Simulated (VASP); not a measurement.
# Pd (P6_3/mmc) in VASP: a series of runs, part 2 of 2

VASP 6.6.1. The steps go on from the part before.

## Step 4: Single point, B3LYP

This run uses another cell than the first one, of 15.53 Å³/atom, 1.044 times its volume.

Input file POSCAR:

```
Pd
1.0
    2.7836650458      0.0000000000      0.0000000000
   -1.3918325229      2.4107246453      0.0000000000
    0.0000000000      0.0000000000      4.6288930000
Pd
2
Direct
    0.3333333333      0.6666666667      0.2500000000
    0.6666666667      0.3333333333      0.7500000000
```

Input file INCAR.step1:

```
SYSTEM = Pd
PREC     = Accurate       ! precision mode
ENCUT    = 520            ! plane-wave cutoff, eV
EDIFF    = 1E-5           ! SCF threshold, eV
ISMEAR   = -1             ! smearing method
SIGMA    = 0.05           ! smearing width, eV
LREAL    = .False.        ! projectors in reciprocal space
LASPH    = .True.         ! aspherical terms in the spheres
NELM     = 60             ! most SCF steps
ALGO     = Normal         ! electronic algorithm
ISIF     = 2              ! what is computed and relaxed
LWAVE    = .True.         ! write WAVECAR
GGA      = PE             ! functional
NBANDS   = 17             ! bands
```

Input file INCAR.step2:

```
SYSTEM = Pd
PREC     = Accurate       ! precision mode
ENCUT    = 520            ! plane-wave cutoff, eV
EDIFF    = 1E-6           ! SCF threshold, eV
ISMEAR   = -1             ! smearing method
SIGMA    = 0.05           ! smearing width, eV
LREAL    = .False.        ! projectors in reciprocal space
LASPH    = .True.         ! aspherical terms in the spheres
NELM     = 60             ! most SCF steps
ALGO     = Normal         ! electronic algorithm
ISIF     = 2              ! what is computed and relaxed
LWAVE    = .False.        ! write WAVECAR
LCHARG   = .True.         ! write CHGCAR
GGA      = B3             ! functional
LHFCALC  = .True.         ! exact exchange
AEXX     = 0.2            ! exact-exchange fraction
AGGAX    = 0.72         
AGGAC    = 0.81         
ALDAC    = 0.19         
PRECFOCK = Normal       
LELF     = .True.         ! ELF
LVHAR    = .True.       
ISTART   = 1            
NBANDS   = 17             ! bands
```

Input file KPOINTS:

```
Automatic mesh
0
Gamma
  6 6 3
  0 0 0
```

Potentials or basis: VASP PAW PBE potentials, release 64 (Pd).

The run is started by

```bash
> cat potpaw_PBE.64/Pd/POTCAR > POTCAR
> cp INCAR.step1 INCAR
> mpirun -np 1 vasp_std > vasp.out
> cp INCAR.step2 INCAR
> mpirun -np 1 vasp_std > vasp.out
```

OUTCAR:

```text
SYSTEM = Pd
   PREC = Accurate
   ENCUT = 520
   EDIFF = 1E-6
   ISMEAR = -1
   LREAL = .False.
   LASPH = .True.
   NELM = 60
   ISIF = 2
   GGA = B3
   LHFCALC = .True.
   AEXX = 0.2
   PRECFOCK = Normal
   ISTART = 1

 ion  position               nearest neighbor table
   1  0.333  0.667  0.250-   2 2.82   2 2.82   2 2.82   2 2.82   2 2.82   2 2.82
   2  0.667  0.333  0.750-   1 2.82   1 2.82   1 2.82   1 2.82   1 2.82   1 2.82

  LATTYP: Found a hexagonal cell.
 ALAT       =     2.7836650458
 C/A-ratio  =     1.6628771507

  Lattice vectors:

 A1 = (   2.7836650458,   0.0000000000,   0.0000000000)
 A2 = (  -1.3918325229,   2.4107246453,   0.0000000000)
 A3 = (   0.0000000000,   0.0000000000,   4.6288930000)

Analysis of symmetry for initial positions (statically):
=====================================================================
 Subroutine PRICEL returns:
 Original cell was already a primitive cell.

 Routine SETGRP: Setting up the symmetry group for a
 hexagonal supercell.

 Subroutine GETGRP returns: Found 24 space group operations
 (whereof 12 operations were pure point group operations)
 out of a pool of 24 trial point group operations.

The static configuration has the point symmetry D_3d.
 The point group associated with its full space group is D_6h.

Analysis of symmetry for dynamics (positions and initial velocities):
=====================================================================
 Subroutine PRICEL returns:
 Original cell was already a primitive cell.

 Routine SETGRP: Setting up the symmetry group for a
 hexagonal supercell.

 Subroutine GETGRP returns: Found 24 space group operations
 (whereof 12 operations were pure point group operations)
 out of a pool of 24 trial point group operations.

The dynamic configuration has the point symmetry D_3d.
 The point group associated with its full space group is D_6h.

 Subroutine INISYM returns: Found 24 space group operations
[... 111 lines left out ...]
   GGA     = B3    functional components
   LHFCALC =     T    Hartree Fock is set to
   PRECFOCK=normal    Normal, Fast or Accurate (Low or Medium for compatibility)
   ENCUT4O =  -1.0   cutoff for four orbital integrals eV
   NKREDX  =     1    reduce k-point grid by
   NKREDY  =     1    reduce k-point grid by
   NKREDZ  =     1    reduce k-point grid by
   AEXX    =    0.2000 exact exchange contribution
   HFSCREEN=    0.0000 screening length (either q_TF or 0.3 A-1)
   HFSCREENC=   0.0000 screening length for correlation (either q_TF or 0.3 A-1)
   ENCUTFOCK=  -1.0 apply spherical cutoff to Coloumb kernel
   IVDW    =     0    specifies the selected vdW correction
   LEPSILON=     F    determine dielectric tensor
   LRPA    =     F    only Hartree local field effects (RPA)
 non-spin polarized calculation
  energy-cutoff  :      520.00
  volume of cell :       31.06
 maximum number of plane-waves:       854
 NGX is ok and might be reduce to    24
  NGX = 16; NGY = 16; NGZ = 28

 number of electron      20.0000008 magnetization

 Free energy of the ion-electron system (eV)
  ---------------------------------------------------
  ext. energy  EPLUGINS =         0.00000000
  ---------------------------------------------------
  free energy    TOTEN  =       -11.06622339 eV

  energy without entropy =      -11.06388537  energy(sigma->0) =      -11.06505438

 E-fermi :   8.5981     XC(G=0): -10.2219

 val. band max:        8.2628481833   @ k =   0.3333   0.1667   0.0000
 cond. band min:       8.6369219745   @ k =   0.5000   0.0000   0.0000
 fundamental gap:      0.3740737912
 Fermi energy:         8.5981045787

 k-point     1 :       0.0000    0.0000    0.0000
  band No.  band energies     occupation
      1       1.4736      2.00000
      2       2.9618      2.00000
      3       5.1723      2.00000
      4       5.3302      2.00000
      5       5.3302      2.00000
      6       5.6779      2.00000
[... 257 lines left out ...]
      4       4.8361      2.00000
      5       5.4078      2.00000
      6       5.4078      2.00000
[... 9 lines left out ...]
     16      20.1172      0.00000
     17      28.3733      0.00000

------------------------ aborting loop because EDIFF is reached ----------------------------------------

  FORCE on cell =-STRESS in cart. coord.  units (eV):
  Direction    XX          YY          ZZ          XY          YZ          ZX
  --------------------------------------------------------------------------------------
  -------------------------------------------------------------------------------------
  Total        0.1025995      0.1025995      1.0971188      0.0000000     -0.0000000      0.0000000
  in kB        5.2919292      5.2919292     56.5877624      0.0000000     -0.0000000      0.0000000
  external PRESSURE =      22.3905403 kB  Pullay stress =       0.0000000 kB

 VOLUME and BASIS-vectors are now :
 -----------------------------------------------------------------------------
  energy-cutoff  :      520.00
  volume of cell :       31.06
      direct lattice vectors                 reciprocal lattice vectors
     2.783665046  0.000000000  0.000000000     0.359238624  0.207406516  0.000000000
    -1.391832523  2.410724645  0.000000000     0.000000000  0.414813032  0.000000000
     0.000000000  0.000000000  4.628893000     0.000000000  0.000000000  0.216034374

 POSITION                                       TOTAL-FORCE (eV/Angst)
 -----------------------------------------------------------------------------------
     -0.00000      1.60715      1.15722        -0.000000     -0.000000      0.000000
      1.39183      0.80357      3.47167         0.000000      0.000000     -0.000000
 -----------------------------------------------------------------------------------
    total drift:                                0.000000      0.000000     -0.000000

  FREE ENERGIE OF THE ION-ELECTRON SYSTEM (eV)
  ---------------------------------------------------
  free  energy   TOTEN  =       -11.0662233891 eV

  energy  without entropy=      -11.0638853731  energy(sigma->0) =      -11.06505438
```

OUTCAR.step1:

```text
SYSTEM = Pd
   PREC = Accurate
   ENCUT = 520
   EDIFF = 1E-5
   ISMEAR = -1
   LREAL = .False.
[... 492 lines left out ...]
     -0.00000      1.60715      1.15722        -0.000000      0.000000      0.000000
      1.39183      0.80357      3.47167         0.000000      0.000000      0.000000
 -----------------------------------------------------------------------------------
    total drift:                               -0.000000      0.000000     -0.000000

  FREE ENERGIE OF THE ION-ELECTRON SYSTEM (eV)
  ---------------------------------------------------
  free  energy   TOTEN  =       -10.4343808449 eV

  energy  without entropy=      -10.3959003466  energy(sigma->0) =      -10.41514060
```

Wall time 10 min (1 thread of Intel Xeon 6975P-C (Granite Rapids), shared host); peak memory 0.17 GiB.

What came out:

| Item | Value |
| --- | --- |
| Free energy | -11.0662 eV |
| Pressure | 2.2 GPa |
| Band gap on the k mesh | zero (band 10 reaches 8.99 eV, above the bottom of band 11 at 7.64 eV) |

Caveat: the k points lie up to 0.45 Å⁻¹ apart; the PAW data sets were made with another functional, which shifts forces and pressure a little.

## Step 5: The runs side by side

| level | cell | share of exact exchange | screening parameter | gap on the mesh (eV) | pressure (GPa) |
| --- | --- | --- | --- | --- | --- |
| PBE-based screened hybrid | a = 2.717, b = 2.717, c = 4.654 Å, angles 90.0, 90.0, 120.0°, 2 atoms | 0.25 | 0.3 1/Å | none | 0.4 |
| PBEsol-based global hybrid | a = 2.784, b = 2.784, c = 4.629 Å, angles 90.0, 90.0, 120.0°, 2 atoms | 0.25 | - | none | -13.7 |
| B3LYP | a = 2.784, b = 2.784, c = 4.629 Å, angles 90.0, 90.0, 120.0°, 2 atoms | - | - | none | 2.2 |

Alike in all rows: task single point; potentials or basis VASP PAW PBE potentials, release 64 (Pd); no spin polarisation; k mesh 6 × 6 × 3; cutoff (eV) 520; smearing fermi-dirac 0.05 eV.

Caveats: all runs use coarse meshes; the PAW data sets were made with another functional, which shifts forces and pressure a little.

Absolute energies hang on the potentials; compare differences alone.
